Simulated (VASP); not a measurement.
# Si (Fd-3m) in VASP: a series of runs

Si is run at these levels: PBE; tasks: vibrations by perturbation theory.

Everything below comes from runs of VASP 6.6.1. Logs are shortened: lines on timing, memory, paths and dates and some standing lists are left out, and cuts for length are marked.

**1. The cell of the first run**

It takes space group Fd-3m (No. 227, cubic). The conventional cell has a = 5.281 Å, b = 5.281 Å, c = 5.281 Å, α = 90.00°, β = 90.00°, γ = 90.00°. Si (site symmetry -43m) has 4 Si at 2.29 Å within 3.0 Å.

**2. Vibrations by perturbation theory, PBE**

The input, INCAR:

```
SYSTEM = Si
PREC = Accurate ; ENCUT = 500
EDIFF = 1E-8 ; ISMEAR = 0
SIGMA = 0.01 ; LREAL = .False.
LASPH = .True. ; NELM = 120
ALGO = Normal ; ISIF = 2
LWAVE = .False. ; LCHARG = .False.
GGA = PE ; IBRION = 8
NSW = 1 ; GGA_COMPAT = .False.
```

The input, KPOINTS:

```
regular mesh
0
Gamma
  12 12 12
  0 0 0
```

The input, POSCAR:

```
Si
1.0
    0.0000000000      2.6405786632      2.6405786632
    2.6405786632      0.0000000000      2.6405786632
    2.6405786632      2.6405786632      0.0000000000
Si
2
Direct
    0.0000000000      0.0000000000      0.0000000000
    0.2500000000      0.2500000000      0.2500000000
```

Potentials or basis: VASP PAW PBE potentials, release 64 (Si).

Run with:

```sh
$ cat potpaw_PBE.64/Si/POTCAR > POTCAR
$ mpirun -np 1 vasp_std > vasp.out
```

OUTCAR:

```text
SYSTEM = Si
   PREC = Accurate
   ENCUT = 500
   EDIFF = 1E-8
   ISMEAR = 0
   LREAL = .False.
   LASPH = .True.
   NELM = 120
   ISIF = 2
   GGA = PE
   IBRION = 8
   NSW = 1

 ion  position               nearest neighbor table
   1  0.000  0.000  0.000-   2 2.29   2 2.29   2 2.29   2 2.29
   2  0.250  0.250  0.250-   1 2.29   1 2.29   1 2.29   1 2.29

  LATTYP: Found a face centered cubic cell.
 ALAT       =     5.2811573264

  Lattice vectors:

 A1 = (   0.0000000000,   2.6405786632,   2.6405786632)
 A2 = (   2.6405786632,   0.0000000000,   2.6405786632)
 A3 = (   2.6405786632,   2.6405786632,   0.0000000000)

Analysis of symmetry for initial positions (statically):
=====================================================================
 Subroutine PRICEL returns:
 Original cell was already a primitive cell.

 Routine SETGRP: Setting up the symmetry group for a
 face centered cubic supercell.

 Subroutine GETGRP returns: Found 48 space group operations
 (whereof 24 operations were pure point group operations)
 out of a pool of 48 trial point group operations.

The static configuration has the point symmetry T_d .
 The point group associated with its full space group is O_h .

Analysis of symmetry for dynamics (positions and initial velocities):
=====================================================================
 Subroutine PRICEL returns:
 Original cell was already a primitive cell.

 Routine SETGRP: Setting up the symmetry group for a
 face centered cubic supercell.

 Subroutine GETGRP returns: Found 48 space group operations
 (whereof 24 operations were pure point group operations)
 out of a pool of 48 trial point group operations.

The dynamic configuration has the point symmetry T_d .
 The point group associated with its full space group is O_h .

 Subroutine INISYM returns: Found 48 space group operations
 (whereof 24 operations are pure point group operations),
 and found     1 'primitive' translations

----------------------------------------------------------------------------------------

                                     Primitive cell

  volume of cell :      36.8237

  direct lattice vectors                    reciprocal lattice vectors
     0.000000000  2.640578663  2.640578663    -0.189352435  0.189352435  0.189352435
     2.640578663  0.000000000  2.640578663     0.189352435 -0.189352435  0.189352435
     2.640578663  2.640578663  0.000000000     0.189352435  0.189352435 -0.189352435

  length of vectors
     3.734342158  3.734342158  3.734342158     0.327968038  0.327968038  0.327968038

  position of ions in fractional coordinates (direct lattice)
     0.000000000  0.000000000  0.000000000
     0.250000000  0.250000000  0.250000000

  ion indices of the primitive-cell ions
   primitive index   ion index
                 1           1
                 2           2

----------------------------------------------------------------------------------------

 KPOINTS: regular mesh

Automatic generation of k-mesh.
 Grid dimensions read from file:
 generate k-points for:   12   12   12

 Generating k-lattice:

  Cartesian coordinates                     Fractional coordinates (reciprocal lattice)
    -0.015779370  0.015779370  0.015779370     0.083333333  0.000000000  0.000000000
     0.015779370 -0.015779370  0.015779370     0.000000000  0.083333333  0.000000000
     0.015779370  0.015779370 -0.015779370     0.000000000  0.000000000  0.083333333

[... 75 lines left out ...]
     AMIX     =   0.40;   BMIX     =  1.00
     AMIX_MAG =   1.60;   BMIX_MAG =  1.00
  volume/ion in A,a.u.               =      18.41       124.25
  Fermi-wavevector in a.u.,A,eV,Ry     =   0.984152  1.859778 13.178005  0.968556
  Thomas-Fermi vector in A             =   2.115364
   LORBIT       =      0    0 simple, 1 ext, 2 COOP (PROOUT), +10 PAW based schemes
   GGA     = PE    functional components
   LHFCALC =     F    Hartree Fock is set to
   AEXX    =    0.0000 exact exchange contribution
   IVDW    =     0    specifies the selected vdW correction
   LEPSILON=     F    determine dielectric tensor
   LRPA    =     F    only Hartree local field effects (RPA)
 non-spin polarized calculation
 Gauss-broadening in eV      SIGMA  =   0.01
  energy-cutoff  :      500.00
  volume of cell :       36.82
 maximum number of plane-waves:       950
   NGX = 13   NGY = 13   NGZ = 13

--------------------------------------- Ionic step        1  -------------------------------------------

 number of electron       8.0000000 magnetization

 Free energy of the ion-electron system (eV)
  ---------------------------------------------------
  ext. energy  EPLUGINS =         0.00000000
  ---------------------------------------------------
  free energy    TOTEN  =       -10.71507688 eV

  energy without entropy =      -10.71507688  energy(sigma->0) =      -10.71507688

 E-fermi :   6.8045     XC(G=0):  -9.7406

 val. band max:        6.7066170991   @ k =   0.0000   0.0000   0.0000
 cond. band min:       7.1161671977   @ k =   0.4167   0.4167   0.0000
 fundamental gap:      0.4095500986
 Fermi energy:         6.8045062319

 k-point     1 :       0.0000    0.0000    0.0000
  band No.  band energies     occupation
      1      -5.8488      2.00000
      2       6.7066      2.00000
      3       6.7066      2.00000
      4       6.7066      2.00000
      5       9.3019      0.00000
      6       9.3019      0.00000
      7       9.3019      0.00000
      8      11.0745      0.00000
[... 243 lines left out ...]
 k-point    24 :      -0.4167    0.1667    0.0000
  band No.  band energies     occupation
      1      -3.0078      2.00000
      2      -0.4147      2.00000
      3       3.5223      2.00000
      4       4.9982      2.00000
      5       8.9137      0.00000
      6      10.9825      0.00000
      7      11.1437      0.00000
      8      15.0145      0.00000

 [... further k-points ...]

------------------------ aborting loop because EDIFF is reached ----------------------------------------

  FORCE on cell =-STRESS in cart. coord.  units (eV):
  Direction    XX          YY          ZZ          XY          YZ          ZX
  --------------------------------------------------------------------------------------
  -------------------------------------------------------------------------------------
  Total        2.6703127      2.6703127      2.6703127      0.0000000      0.0000000      0.0000000
  in kB      116.1837471    116.1837471    116.1837471      0.0000000      0.0000000      0.0000000
  external PRESSURE =     116.1837471 kB  Pullay stress =       0.0000000 kB

 VOLUME and BASIS-vectors are now :
 -----------------------------------------------------------------------------
  energy-cutoff  :      500.00
  volume of cell :       36.82
      direct lattice vectors                 reciprocal lattice vectors
     0.000000000  2.640578663  2.640578663    -0.189352435  0.189352435  0.189352435
     2.640578663  0.000000000  2.640578663     0.189352435 -0.189352435  0.189352435
     2.640578663  2.640578663  0.000000000     0.189352435  0.189352435 -0.189352435

 POSITION                                       TOTAL-FORCE (eV/Angst)
 -----------------------------------------------------------------------------------
      0.00000      0.00000      0.00000        -0.000000     -0.000000     -0.000000
      1.32029      1.32029      1.32029         0.000000      0.000000      0.000000
 -----------------------------------------------------------------------------------
    total drift:                                0.000000      0.000000     -0.000000

  FREE ENERGIE OF THE ION-ELECTRON SYSTEM (eV)
  ---------------------------------------------------
  free  energy   TOTEN  =       -10.7150768767 eV

  energy  without entropy=      -10.7150768767  energy(sigma->0) =      -10.71507688

[... ionic steps 2 to 3 ...]

--------------------------------------- Ionic step        4  -------------------------------------------

 Free energy of the ion-electron system (eV)
  ---------------------------------------------------
  ---------------------------------------------------
  free energy    TOTEN  =        -0.01772490 eV

  energy without entropy =       -0.01772490

------------------------ aborting loop because EDIFF is reached ----------------------------------------

 INTERNAL STRAIN TENSOR  FOR ION    1  DIRECTION 1   (eV/Angst):
 -----------------------------------------------------------------------------
    -0.00695  0.00000  0.00000
     0.00000  0.00428 13.66720
     0.00000 13.66720  0.00428

 INTERNAL STRAIN TENSOR FOR ION    2 for displacements in x,y,z  (eV/Angst):
          X           Y           Z          XY          YZ          ZX
  --------------------------------------------------------------------------------
  x    -0.00000    -0.00000    -0.00000     0.00000   -13.66720     0.00000
  y    -0.00000    -0.00000    -0.00000     0.00000     0.00000   -13.66720
  z    -0.00000    -0.00000    -0.00000   -13.66720     0.00000     0.00000

 SECOND DERIVATIVES (NOT SYMMETRIZED)
 ------------------------------------
               1X          1Y          1Z          2X          2Y          2Z
  1X   -16.023351    0.000000    0.000000   16.023351    0.000000    0.000000
  1Y     0.000000  -16.023351    0.000000    0.000000   16.023351    0.000000
  1Z     0.000000    0.000000  -16.023351    0.000000    0.000000   16.023351
  2X    16.023351    0.000000    0.000000  -16.023351    0.000000    0.000000
  2Y     0.000000   16.023351    0.000000    0.000000  -16.023351    0.000000
  2Z     0.000000    0.000000   16.023351    0.000000    0.000000  -16.023351

 Eigenvectors and eigenvalues of the dynamical matrix
 ----------------------------------------------------

   1 f  =   16.699566 THz   104.926467 2PiTHz  557.037561 cm-1    69.063824 meV
             X         Y         Z           dx          dy          dz
      0.000000  0.000000  0.000000     0.000000   -0.707107    0.000000
      1.320289  1.320289  1.320289     0.000000    0.707107    0.000000
[... 21 lines left out ...]
   6 f  =    0.000000 THz     0.000000 2PiTHz    0.000000 cm-1     0.000000 meV
             X         Y         Z           dx          dy          dz
      0.000000  0.000000  0.000000     0.000000    0.000000    0.707107
      1.320289  1.320289  1.320289     0.000000    0.000000    0.707107

--------------------------------------------------------------------------------------------------------

 ELASTIC MODULI CONTR FROM IONIC RELAXATION (kBar)
 Direction    XX          YY          ZZ          XY          YZ          ZX
 --------------------------------------------------------------------------------
 XX          -0.0000     -0.0000     -0.0000     -0.0000     -0.0000     -0.0000
 YY          -0.0000     -0.0000     -0.0000     -0.0000     -0.0000     -0.0000
 ZZ          -0.0000     -0.0000     -0.0000     -0.0000     -0.0000     -0.0000
 XY          -0.0000     -0.0000     -0.0000   -507.2114      0.0000      0.0000
 YZ          -0.0000     -0.0000     -0.0000      0.0000   -507.2114      0.0000
 ZX          -0.0000     -0.0000     -0.0000      0.0000      0.0000   -507.2114
 --------------------------------------------------------------------------------
```

Wall time 3.5 min (1 thread of Intel Xeon 8259CL, shared host); peak memory 0.28 GiB.

What came out:

| Quantity | Value |
| --- | --- |
| Highest phonon frequency at Γ | 557 cm⁻¹ |

Phonon frequencies in cm⁻¹ (negative: imaginary):
```tsv
q point	frequencies
(0.000, 0.000, 0.000)	0 0 0 557 557 557
```

Caveat: the cell wasn't relaxed at this level first, which shifts response properties.

**3. Vibrations by perturbation theory, PBE**

This run uses another cell than the first one, of 19.21 Å³/atom, 1.043 times its volume.

The input, INCAR:

```
SYSTEM = Si
PREC = Accurate
ENCUT = 500
EDIFF = 1E-8
ISMEAR = 0
SIGMA = 0.01
LREAL = .False.
LASPH = .True.
NELM = 120
ALGO = Normal
ISIF = 2
LWAVE = .False.
LCHARG = .False.
GGA = PE
IBRION = 8
NSW = 1
GGA_COMPAT = .False.
```

The input, KPOINTS:

```
Automatic mesh
0
Gamma
  12 12 12
  0 0 0
```

The input, POSCAR:

```
Si
1.0
    0.0000000000      2.6783063127      2.6783063127
    2.6783063127      0.0000000000      2.6783063127
    2.6783063127      2.6783063127      0.0000000000
Si
2
Direct
    0.0000000000      0.0000000000      0.0000000000
    0.2500000000      0.2500000000      0.2500000000
```

Potentials or basis: VASP PAW PBE potentials, release 64 (Si).

Run with:

```sh
$ cat potpaw_PBE.64/Si/POTCAR > POTCAR
$ mpirun -np 1 vasp_std > vasp.out
```

OUTCAR:

```text
SYSTEM = Si
   PREC = Accurate
   ENCUT = 500
   EDIFF = 1E-8
   ISMEAR = 0
   LREAL = .False.
   LASPH = .True.
   NELM = 120
   ISIF = 2
   GGA = PE
   IBRION = 8
   NSW = 1

 ion  position               nearest neighbor table
   1  0.000  0.000  0.000-   2 2.32   2 2.32   2 2.32   2 2.32
   2  0.250  0.250  0.250-   1 2.32   1 2.32   1 2.32   1 2.32

  LATTYP: Found a face centered cubic cell.
 ALAT       =     5.3566126254

  Lattice vectors:

 A1 = (   0.0000000000,   2.6783063127,   2.6783063127)
 A2 = (   2.6783063127,   0.0000000000,   2.6783063127)
 A3 = (   2.6783063127,   2.6783063127,   0.0000000000)

Analysis of symmetry for initial positions (statically):
=====================================================================
 Subroutine PRICEL returns:
 Original cell was already a primitive cell.

[... 490 lines left out ...]

 INTERNAL STRAIN TENSOR  FOR ION    1  DIRECTION 1   (eV/Angst):
 -----------------------------------------------------------------------------
    -0.00659  0.00000  0.00000
     0.00000  0.00407 11.53049
     0.00000 11.53049  0.00407

 INTERNAL STRAIN TENSOR FOR ION    2 for displacements in x,y,z  (eV/Angst):
          X           Y           Z          XY          YZ          ZX
  --------------------------------------------------------------------------------
  x    -0.00000     0.00000     0.00000     0.00000   -11.53049     0.00000
  y    -0.00000    -0.00000    -0.00000     0.00000     0.00000   -11.53049
  z     0.00000     0.00000    -0.00000   -11.53049     0.00000     0.00000

 SECOND DERIVATIVES (NOT SYMMETRIZED)
 ------------------------------------
               1X          1Y          1Z          2X          2Y          2Z
  1X   -14.738952    0.000000    0.000000   14.738952    0.000000    0.000000
  1Y     0.000000  -14.738952    0.000000    0.000000   14.738952    0.000000
  1Z     0.000000    0.000000  -14.738952    0.000000    0.000000   14.738952
  2X    14.738952    0.000000    0.000000  -14.738952    0.000000    0.000000
  2Y     0.000000   14.738952    0.000000    0.000000  -14.738952    0.000000
  2Z     0.000000    0.000000   14.738952    0.000000    0.000000  -14.738952

 Eigenvectors and eigenvalues of the dynamical matrix
 ----------------------------------------------------

   1 f  =   16.016286 THz   100.633293 2PiTHz  534.245794 cm-1    66.238007 meV
             X         Y         Z           dx          dy          dz
      0.000000  0.000000  0.000000     0.000000   -0.707107    0.000000
      1.339153  1.339153  1.339153     0.000000    0.707107    0.000000
[... 21 lines left out ...]
   6 f  =    0.000000 THz     0.000000 2PiTHz    0.000000 cm-1     0.000000 meV
             X         Y         Z           dx          dy          dz
      0.000000  0.000000  0.000000     0.000000    0.000000    0.707107
      1.339153  1.339153  1.339153     0.000000    0.000000    0.707107

--------------------------------------------------------------------------------------------------------

 ELASTIC MODULI CONTR FROM IONIC RELAXATION (kBar)
 Direction    XX          YY          ZZ          XY          YZ          ZX
 --------------------------------------------------------------------------------
 XX          -0.0000     -0.0000      0.0000      0.0000     -0.0000     -0.0000
 YY          -0.0000     -0.0000     -0.0000      0.0000      0.0000     -0.0000
 ZZ           0.0000     -0.0000     -0.0000     -0.0000      0.0000     -0.0000
 XY           0.0000      0.0000     -0.0000   -376.1220      0.0000      0.0000
 YZ          -0.0000      0.0000      0.0000      0.0000   -376.1220      0.0000
 ZX          -0.0000     -0.0000     -0.0000      0.0000      0.0000   -376.1220
 --------------------------------------------------------------------------------
```

OSZICAR:

```text
N       E                     dE             d eps       ncg     rms          rms(c)
DAV:   1     0.790987138331E+01    0.79099E+01   -0.33081E+03  1152   0.763E+02
DAV:   2    -0.107392103757E+02   -0.18649E+02   -0.17888E+02  1728   0.838E+01
DAV:   3    -0.110076223781E+02   -0.26841E+00   -0.26748E+00  1432   0.122E+01
DAV:   4    -0.110091317509E+02   -0.15094E-02   -0.15094E-02  1808   0.100E+00
[... 25 lines left out ...]
RMM:   8    -0.175680141794E-01   -0.30108E-06    0.26018E-07  7829   0.121E-04    0.418E-05
RMM:   9    -0.175679302547E-01    0.83925E-07    0.21471E-07  7549   0.905E-05    0.596E-06
RMM:  10    -0.175679783967E-01   -0.48142E-07    0.18491E-07  8067   0.209E-05    0.543E-06
RMM:  11    -0.175679559623E-01    0.22434E-07    0.83307E-08  7675   0.164E-05    0.607E-07
RMM:  12    -0.175679592648E-01   -0.33025E-08    0.90604E-08  6513   0.102E-05    0.528E-07
 Linear response finished
```

stdout:

```text
POSCAR found type information on POSCAR Si
 POSCAR found :  1 types and       2 ions
 scaLAPACK will be used
 LDA part: xc-table for (Slater+PW92), standard interpolation
 POSCAR, INCAR and KPOINTS ok, starting setup
 FFT: planning ... GRIDC
 FFT: planning ... GRID_SOFT
 FFT: planning ... GRID
 WAVECAR not read
 entering main loop
 Linear response reoptimize wavefunctions to high precision
 Linear response DOF=           1
 Linear response progress:
 first order change of Fermi-energy   0.11308E-03
 force on displaced ion       1 direction 1 : -14.739  -0.000  -0.000
 Linear response finished
```

Run time: 3.5 min. Hardware: 1 thread of Intel Xeon 8259CL, shared host; peak memory 0.28 GiB.

What came out:

* Highest phonon frequency at Γ: 534 cm⁻¹

Phonon frequencies in cm⁻¹ (negative: imaginary):
```tsv
q point	frequencies
(0.000, 0.000, 0.000)	0 0 0 534 534 534
```

Caveat: the cell wasn't relaxed at this level first, which shifts response properties.
